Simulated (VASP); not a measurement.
# Ni (Fmmm) in VASP: relaxation of cell and atoms with PBEsol

Aim: the relaxation of cell and atoms of Ni with PBEsol.

Everything below comes from runs of VASP 6.6.1. Logs are shortened: lines on timing, memory, paths and dates and some standing lists are left out, and cuts for length are marked.

**1. The cell of the first run**

It takes space group Fmmm (No. 69, orthorhombic). Conventional cell: a = 2.432 Å, b = 4.104 Å, c = 8.639 Å, α = 90.00°, β = 90.00°, γ = 90.00°. Within 3.0 Å of Ni (site symmetry mm2) lie 11 Ni at 2.28 to 2.90 Å.

**2. Relaxation of cell and atoms, PBEsol**

File INCAR:

```
PREC = Accurate
ENCUT = 600
EDIFF = 1E-7
ISMEAR = 0
SIGMA = 0.1
LREAL = F
LASPH = T
NELM = 60
ALGO = Fast
ISIF = 3
LWAVE = F
LCHARG = F
GGA = PS
IBRION = 2
NSW = 100
EDIFFG = -0.01
KPAR = 4
```

File KPOINTS:

```
Automatic mesh
0
Gamma
  26 26 26
```

File POSCAR:

```
Ni
1.0
    0.0000000000      2.0520687026      4.3197234927
    1.2159217432      0.0000000000      4.3197234927
    1.2159217432      2.0520687026      0.0000000000
Ni
2
Direct
    0.8682047863      0.8682047863      0.1317952137
    0.1317952137      0.1317952137      0.8682047863
```

Potentials or basis: VASP PAW PBE potentials, release 64 (Ni).

The run is started by

```
$ cat potpaw_PBE.64/Ni/POTCAR > POTCAR
$ mpirun -np 4 vasp_std > vasp.out
```

OUTCAR:

```text
PREC = Accurate
   ENCUT = 600
   EDIFF = 1E-7
   ISMEAR = 0
   LREAL = F
   LASPH = T
   NELM = 60
   ISIF = 3
   GGA = PS
   IBRION = 2
   NSW = 100
   EDIFFG = -0.01

 ion  position               nearest neighbor table
   1  0.868  0.868  0.132-   2 2.28   2 2.38   2 2.38   2 2.90   2 2.90
   2  0.132  0.132  0.868-   1 2.28   1 2.38   1 2.38   1 2.90   1 2.90

  LATTYP: Found a face centered orthorhombic cell.
 ALAT       =     2.4318434864
 B/A-ratio  =     1.6876651101
 C/A-ratio  =     3.5526328210

  Lattice vectors:

 A1 = (   0.0000000000,   2.0520687026,   4.3197234927)
 A2 = (   1.2159217432,   0.0000000000,   4.3197234927)
 A3 = (   1.2159217432,   2.0520687026,   0.0000000000)

Analysis of symmetry for initial positions (statically):
=====================================================================
 Subroutine PRICEL returns:
 Original cell was already a primitive cell.

 Routine SETGRP: Setting up the symmetry group for a
 face centered orthorhombic supercell.

 Subroutine GETGRP returns: Found  8 space group operations
 (whereof  8 operations were pure point group operations)
 out of a pool of  8 trial point group operations.

The static configuration has the point symmetry D_2h.

Analysis of symmetry for dynamics (positions and initial velocities):
=====================================================================
 Subroutine PRICEL returns:
 Original cell was already a primitive cell.

 Routine SETGRP: Setting up the symmetry group for a
 face centered orthorhombic supercell.

 Subroutine GETGRP returns: Found  8 space group operations
 (whereof  8 operations were pure point group operations)
 out of a pool of  8 trial point group operations.

The dynamic configuration has the point symmetry D_2h.

 Subroutine INISYM returns: Found  8 space group operations
 (whereof  8 operations are pure point group operations),
 and found     1 'primitive' translations

----------------------------------------------------------------------------------------

                                     Primitive cell

  volume of cell :      21.5568

  direct lattice vectors                    reciprocal lattice vectors
     0.000000000  2.052068703  4.319723493    -0.411210674  0.243656560  0.115748149
     1.215921743  0.000000000  4.319723493     0.411210674 -0.243656560  0.115748149
     1.215921743  2.052068703  0.000000000     0.411210674  0.243656560 -0.115748149

  length of vectors
     4.782363120  4.487591418  2.385257145     0.491793017  0.491793017  0.491793017

  position of ions in fractional coordinates (direct lattice)
     0.868204786  0.868204786  0.131795214
     0.131795214  0.131795214  0.868204786

  ion indices of the primitive-cell ions
   primitive index   ion index
                 1           1
                 2           2

----------------------------------------------------------------------------------------

 KPOINTS: Automatic mesh

Automatic generation of k-mesh.
 Grid dimensions read from file:
 generate k-points for:   26   26   26

 Generating k-lattice:

  Cartesian coordinates                     Fractional coordinates (reciprocal lattice)
    -0.015815795  0.009371406  0.004451852     0.038461538 -0.000000000  0.000000000
     0.015815795 -0.009371406  0.004451852    -0.000000000  0.038461538 -0.000000000
     0.015815795  0.009371406 -0.004451852     0.000000000  0.000000000  0.038461538

  Length of vectors
     0.018915116  0.018915116  0.018915116

  Shift w.r.t. Gamma in fractional coordinates (k-lattice)
     0.000000000  0.000000000  0.000000000

 Subroutine IBZKPT returns following result:
 ===========================================

 Found   2471 irreducible k-points:

 Following reciprocal coordinates:
            Coordinates               Weight
  0.000000  0.000000  0.000000      1.000000
  0.038462  0.000000 -0.000000      8.000000
  0.076923  0.000000 -0.000000      8.000000
  0.115385 -0.000000 -0.000000      8.000000
  0.153846 -0.000000 -0.000000      8.000000
  0.192308  0.000000  0.000000      8.000000
[... 16 lines left out ...]
  0.346154  0.038462 -0.000000      8.000000
  0.384615  0.038462 -0.000000      8.000000
 [... further k-points ...]
   k-points           NKPTS =   2471   k-points in BZ     NKDIM =   2471   number of bands    NBANDS=     14
   number of dos      NEDOS =    301   number of ions     NIONS =      2
   total plane-waves  NPLWV =  28800
   dimension x,y,z NGX =    40 NGY =   36 NGZ =   20
   dimension x,y,z NGXF=    80 NGYF=   72 NGZF=   40
   ions per type =               2
   NGX,Y,Z   is equivalent  to a cutoff of  13.90, 13.34, 13.94 a.u.
   NGXF,Y,Z  is equivalent  to a cutoff of  27.81, 26.67, 27.88 a.u.
 SYSTEM =  unknown system
   PREC   = accura    normal or accurate (medium, high low for compatibility)
   ISTART =      0    job   : 0-new  1-cont  2-samecut
   ICHARG =      2    charge: 1-file 2-atom 10-const
   ISPIN  =      1    spin polarized calculation?
   LNONCOLLINEAR =      F non collinear calculations
   LSORBIT =      F    spin-orbit coupling
   LASPH  =      T    aspherical Exc in radial PAW
   ENCUT  =  600.0 eV  44.10 Ry    6.64 a.u.   9.55  8.96  4.76*2*pi/ulx,y,z
   NELM   =     60;   NELMIN=  2; NELMDL= -5     # of ELM steps
   EDIFF  = 0.1E-06   stopping-criterion for ELM
   LREAL  =      F    real-space projection
   EDIFFG = -.1E-01   stopping-criterion for IOM
   NSW    =    100    number of steps for IOM
   IBRION =      2    ionic relax: 0-MD 1-quasi-New 2-CG
   NFREE  =      1    steps in history (QN), initial steepest desc. (CG)
   ISIF   =      3    stress and relaxation
   ISYM   =      2    0-nonsym 1-usesym 2-fastsym
   POTIM  = 0.5000    time-step for ionic-motion
   TEBEG  =    0.0;   TEEND  =   0.0 temperature during run
   PSTRESS=    0.0 pullay stress
   NELECT =      20.0000    total number of electrons
   NUPDOWN=      -1.0000    fix difference up-down
   EMIN   =  10.00;   EMAX   =-10.00  energy-range for DOS
   EFERMI =   0.00;   METHOD = LEGACY
   ISMEAR =     0;   SIGMA  =   0.10  broadening in eV -4-tet -1-fermi 0-gaus
   EFERMI_NEDOS =   21; number of points for ismear=-14 and -15
   IALGO  =     68    algorithm
   IMIX   =      4    mixing-type and parameters
     AMIX     =   0.40;   BMIX     =  1.00
     AMIX_MAG =   1.60;   BMIX_MAG =  1.00
  volume/ion in A,a.u.               =      10.78        72.74
  Fermi-wavevector in a.u.,A,eV,Ry     =   1.596701  3.017328 34.687441  2.549455
  Thomas-Fermi vector in A             =   2.694423
   LORBIT       =      0    0 simple, 1 ext, 2 COOP (PROOUT), +10 PAW based schemes
   GGA     = PS    functional components
   LHFCALC =     F    Hartree Fock is set to
   AEXX    =    0.0000 exact exchange contribution
   IVDW    =     0    specifies the selected vdW correction
   LEPSILON=     F    determine dielectric tensor
   LRPA    =     F    only Hartree local field effects (RPA)
 conjugate gradient relaxation of ions
 non-spin polarized calculation
 RMM-DIIS sequential band-by-band and
 Gauss-broadening in eV      SIGMA  =   0.10
  energy-cutoff  :      600.00
  volume of cell :       21.56
 maximum number of plane-waves:       734
 NGX is ok and might be reduce to    40
   NGX = 19   NGY = 17   NGZ =  9

--------------------------------------- Ionic step        1  -------------------------------------------

 number of electron      19.9999997 magnetization

 Free energy of the ion-electron system (eV)
  ---------------------------------------------------
  ext. energy  EPLUGINS =         0.00000000
  ---------------------------------------------------
  free energy    TOTEN  =       -11.74527083 eV

  energy without entropy =      -11.72156507  energy(sigma->0) =      -11.73341795

------------------------ aborting loop because EDIFF is reached ----------------------------------------

  FORCE on cell =-STRESS in cart. coord.  units (eV):
  Direction    XX          YY          ZZ          XY          YZ          ZX
  --------------------------------------------------------------------------------------
  -------------------------------------------------------------------------------------
  Total        0.0945829      0.0612253     -0.0114441     -0.0000000      0.0000000      0.0000000
  in kB        7.0297498      4.5504885     -0.8505682     -0.0000000      0.0000000      0.0000000
  external PRESSURE =       3.5765567 kB  Pullay stress =       0.0000000 kB

 VOLUME and BASIS-vectors are now :
 -----------------------------------------------------------------------------
  energy-cutoff  :      600.00
  volume of cell :       21.56
      direct lattice vectors                 reciprocal lattice vectors
     0.000000000  2.052068703  4.319723493    -0.411210674  0.243656560  0.115748149
     1.215921743  0.000000000  4.319723493     0.411210674 -0.243656560  0.115748149
     1.215921743  2.052068703  0.000000000     0.411210674  0.243656560 -0.115748149
[... 217 lines left out ...]
 POSITION                                       TOTAL-FORCE (eV/Angst)
 -----------------------------------------------------------------------------------
      1.21817      2.05206      7.49046         0.000000      0.000000      0.001447
      1.21817      2.05206      1.13808         0.000000      0.000000     -0.001447
 -----------------------------------------------------------------------------------
    total drift:                               -0.000000     -0.000000     -0.000000

  FREE ENERGIE OF THE ION-ELECTRON SYSTEM (eV)
  ---------------------------------------------------
  free  energy   TOTEN  =       -11.7453710353 eV

  energy  without entropy=      -11.7216717916  energy(sigma->0) =      -11.73352141

--------------------------------------- Ionic step        8  -------------------------------------------

 number of electron      19.9999997 magnetization

 Free energy of the ion-electron system (eV)
  ---------------------------------------------------
  ext. energy  EPLUGINS =         0.00000000
  ---------------------------------------------------
  free energy    TOTEN  =       -11.74537251 eV

  energy without entropy =      -11.72166819  energy(sigma->0) =      -11.73352035

 E-fermi :   9.2071     XC(G=0): -13.4491

 val. band max:        9.2068788361   @ k =  -0.1923   0.2692   0.3077
 cond. band min:       9.2070927478   @ k =  -0.3077   0.1154   0.0000
 fundamental gap:      0.0002139117
 Fermi energy:         9.2070656995

 k-point     1 :       0.0000    0.0000    0.0000
  band No.  band energies     occupation
      1       0.2044      2.00000
      2       4.6463      2.00000
      3       6.0750      2.00000
      4       7.1997      2.00000
      5       7.3573      2.00000
      6       7.4472      2.00000
      7       7.6743      2.00000
      8       8.1654      2.00000
      9       8.2691      2.00000
     10       8.3479      2.00000
     11       8.7259      2.00000
     12       9.1345      1.69547
     13      14.0598      0.00000
     14      32.0053      0.00000

 k-point     2 :       0.0385    0.0000   -0.0000
  band No.  band energies     occupation
      1       0.2624      2.00000
      2       4.6860      2.00000
      3       6.0885      2.00000
      4       7.1904      2.00000
      5       7.3473      2.00000
      6       7.4586      2.00000
      7       7.6837      2.00000
      8       7.8304      2.00000
      9       8.2536      2.00000
     10       8.4221      2.00000
[... 362 lines left out ...]
 k-point    24 :       0.3846    0.0385   -0.0000
  band No.  band energies     occupation
      1       3.9883      2.00000
      2       5.2578      2.00000
      3       5.9116      2.00000
      4       6.1195      2.00000
      5       7.0139      2.00000
      6       7.8073      2.00000
      7       8.1953      2.00000
      8       8.5815      2.00000
      9       8.7699      2.00000
     10       8.8710      2.00000
     11       8.9555      1.99963
     12      12.0644      0.00000
     13      17.7488      0.00000
     14      20.3771      0.00000

 [... further k-points ...]
[... 5 lines left out ...]
  --------------------------------------------------------------------------------------
  -------------------------------------------------------------------------------------
  Total        0.0146031      0.0072704      0.0178634     -0.0000000      0.0000000      0.0000000
  in kB        1.0844794      0.5399247      1.3266007     -0.0000000      0.0000000      0.0000000
  external PRESSURE =       0.9836683 kB  Pullay stress =       0.0000000 kB

 VOLUME and BASIS-vectors are now :
 -----------------------------------------------------------------------------
  energy-cutoff  :      600.00
  volume of cell :       21.57
      direct lattice vectors                 reciprocal lattice vectors
    -0.000000000  2.052507277  4.314243699    -0.410445192  0.243604496  0.115895168
     1.218189442 -0.000000000  4.314243699     0.410445192 -0.243604496  0.115895168
     1.218189442  2.052507277  0.000000000     0.410445192  0.243604496 -0.115895168

 POSITION                                       TOTAL-FORCE (eV/Angst)
 -----------------------------------------------------------------------------------
      1.21819      2.05251      7.49044         0.000000      0.000000     -0.000296
      1.21819      2.05251      1.13804         0.000000      0.000000      0.000296
 -----------------------------------------------------------------------------------
    total drift:                                0.000000      0.000000      0.000000

  FREE ENERGIE OF THE ION-ELECTRON SYSTEM (eV)
  ---------------------------------------------------
  free  energy   TOTEN  =       -11.7453725067 eV

  energy  without entropy=      -11.7216681889  energy(sigma->0) =      -11.73352035

 reached required accuracy - stopping structural energy minimisation
```

Wall time 44 min (4 MPI ranks of Oxide Virtual Turin-like, shared host); peak memory 0.88 GiB.

What came out:

```yaml
Free_energy: -11.7454 eV
Relaxed_volume: 10.79 Å³/atom
Relaxed_cell: a = 4.778 Å, b = 4.483 Å, c = 2.387 Å, α = 82.03°, β = 68.32°, γ = 29.65°
Space_group_after_relaxing_to_0.1_Å: Fmmm (No. 69)
Energy_gained_by_relaxing: 0.1 meV/atom
Ionic_steps: 8
Pressure_after_relaxing: 0.1 GPa
Band_gap_on_the_k_mesh: zero (bands 10 and 11 overlap by 0.92 eV)
```

Step by step:
```
step  energy change (eV)  largest force (eV/Å)  pressure (GPa)  volume (Å³)
   1              0.0000                0.0083            0.36        21.56
   2              0.0000                0.0119           -0.54        21.63
   3             -0.0001                0.0103           -0.11        21.59
   4             -0.0001                0.0100           -0.14        21.60
   5             -0.0001                0.0005           -0.10        21.58
   6             -0.0001                0.0007           -0.05        21.58
   7             -0.0001                0.0014            0.20        21.57
   8             -0.0001                0.0003            0.10        21.57
```

Final structure:
```cif
data_structure
_symmetry_space_group_name_H-M 'P 1'
_symmetry_Int_Tables_number 1
_cell_length_a 4.7776
_cell_length_b 4.4829
_cell_length_c 2.3868
_cell_angle_alpha 82.028
_cell_angle_beta 68.319
_cell_angle_gamma 29.653
_cell_volume 21.57
loop_
_atom_site_label
_atom_site_type_symbol
_atom_site_fract_x
_atom_site_fract_y
_atom_site_fract_z
_atom_site_occupancy
Ni1 Ni 0.86811 0.86811 0.13189 1
Ni2 Ni 0.13189 0.13189 0.86811 1
```

Caveat: the PAW data sets were made with another functional, which shifts forces and pressure a little; the run has no spin polarisation, though such a crystal can be magnetic. Spin polarisation is off, so any magnetic state and its effect on volume and gap are missing.
